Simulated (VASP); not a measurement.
Wanted: the native input for a VASP 6.6.1 run.

| Item | Value |
| --- | --- |
| Task | relaxation of the atoms |
| Functional | PBE |
| Dispersion | D3(BJ) |
| Potentials or basis | VASP PAW PBE potentials, release 64 (Se) |
| Cutoff | 520 eV |
| k mesh | 1 × 1 × 1 |
| Occupations | gaussian, width 0.01 eV |
| Spin | no spin polarisation |
| Dipole correction | no |
| Further INCAR settings | ALGO = Normal; EDIFF = 1e-06; IBRION = 2; EDIFFG = -0.01; NSW = 80 |

The structure of Se8 lies in POSCAR:

```
Se
1.0
   14.4000000000      0.0000000000      0.0000000000
    0.0000000000     12.3000000000      0.0000000000
    0.0000000000      0.0000000000     14.4000000000
Se
8
Direct
    0.6185853389      0.6243984105      0.5921025828
    0.6858411973      0.4983012977      0.4879398819
    0.6134937872      0.5115364328      0.3409072059
    0.4958129701      0.3756015895      0.3271120395
    0.3567768834      0.4724428706      0.3558857100
    0.3141588027      0.4410883707      0.5112094713
    0.3653983680      0.5966168057      0.5953829356
    0.4995351770      0.5319851900      0.6728879605
```

These files were run (other wordings do the same):

INCAR

```
  PREC = Accurate
  ENCUT = 520
  EDIFF = 1E-6
  ISMEAR = 0
  SIGMA = 0.01
  LREAL = False
  LASPH = True
  NELM = 60
  ALGO = Normal
  ISIF = 2
  LWAVE = False
  LCHARG = False
  GGA = PE
  IVDW = 12
  IBRION = 2
  NSW = 80
  EDIFFG = -0.01
```

KPOINTS

```
Automatic mesh
0
Gamma
  1 1 1
```

Potentials or basis: VASP PAW PBE potentials, release 64 (Se).

Command:

```sh
$ cat potpaw_PBE.64/Se/POTCAR > POTCAR
$ mpirun -np 1 vasp_gam > vasp.out
```

It gave:

The energy gained by relaxing is 9.2 meV/atom and the ionic steps are 34. The largest force after relaxing is 0.009 eV/Å. The gap between the frontier levels is 2.54 eV and the dispersion energy per atom is -0.078 eV.

It took 29 min on 1 thread of AMD EPYC 9R45 96-Core Processor (Zen 5), on a shared host, peak memory 1.4 GiB.
